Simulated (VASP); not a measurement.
Mg: single point with PBEsol

Crystal: Mg.

```
CELL_PARAMETERS angstrom
3.08174 0.00000 0.00000
1.54087 -2.66886 -3.03609
1.54087 2.66886 -3.03609
ATOMIC_POSITIONS crystal
Mg 0.01283 0.02173 0.04824
Mg 0.48717 0.47827 0.45176
```

```
Program             : VASP 6.6.1
Task                : single point
Functional          : PBEsol
Potentials or basis : VASP PAW PBE potentials, release 64 (Mg)
Cutoff              : 520 eV
k mesh              : 12 × 12 × 12
Occupations         : gaussian, width 0.15 eV
Spin                : no spin polarisation
```

The pressure is 1.8 GPa and the largest force is 1.194 eV/Å. The band gap on the k mesh is zero (band 2 reaches 5.18 eV, above the bottom of band 3 at 0.08 eV).

Forces in eV/Å, atoms in the order of the input:
```
Mg  -0.104 -0.366  1.132
Mg   0.104  0.366 -1.132
```

Stress tensor (GPa, compression positive):
```
-0.42  0.91  1.84
 0.91  0.75  1.19
 1.84  1.19  5.08
```

Levels at points of the mesh, in eV from the Fermi level:
```csv
k point,band 1,band 2,band 3,band 4,band 5,band 6
"(0.00, 0.00, 0.00)",-6.60,1.58,2.28,2.88,3.05,8.28
"(0.50, 0.00, 0.00)",-1.76,-1.74,2.79,3.10,3.44,3.47
"(0.50, 0.50, 0.50)",-1.77,-1.71,2.73,3.06,3.06,3.82
"(0.00, 0.50, 0.00)",-4.45,-4.11,2.97,3.85,5.70,6.00
"(0.00, 0.00, 0.50)",-4.67,-3.84,2.79,3.80,5.80,6.08
"(0.50, 0.50, 0.00)",-1.62,-1.28,1.58,2.38,2.84,3.05
"(0.50, 0.00, 0.50)",-1.62,-1.29,1.63,2.34,2.85,3.07
"(0.00, 0.50, 0.50)",-2.85,-2.60,-1.54,-0.93,8.09,8.28
```

Wall time 2.4 min on 1 thread of Intel(R) Xeon(R) Platinum 8259CL CPU @ 2.50GHz (Skylake/Cascade Lake), with other jobs on the host, peak memory 0.47 GiB.

Caveat: the PAW data sets were made with another functional, which shifts forces and pressure a little.
